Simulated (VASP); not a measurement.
Crystal: GaSb.

```
CELL_PARAMETERS angstrom
0.00000 3.01766 3.01766
3.01766 0.00000 3.01766
3.01766 3.01766 0.00000
ATOMIC_POSITIONS crystal
Sb 0.75000 0.75000 0.75000
Ga 0.00000 0.00000 0.00000
```

Base run:

| Item | Value |
| --- | --- |
| Program | VASP 6.6.1 |
| Functional | RPBE |
| Dispersion | D3(BJ) |
| Potentials or basis | VASP PAW PBE potentials, release 64 (Sb, Ga_d) |
| Cutoff | 520 eV |
| k mesh | 8 × 8 × 8 |
| Occupations | fermi-dirac, width 0.05 eV |
| Spin | no spin polarisation |

Its results: band gap on the k mesh 0.43 eV, direct; pressure -3.8 GPa.

Q: The run is repeated on the same cell with these changes: functional from RPBE to revPBE. What comes out?

A: Band gap on the k mesh 0.40 eV, direct; pressure 1.9 GPa.

Caveats: the PAW data sets were made with another functional, which shifts forces and pressure a little; spin-orbit coupling is left out, which moves the levels of the heavy elements.

A k mesh can miss the band edges.
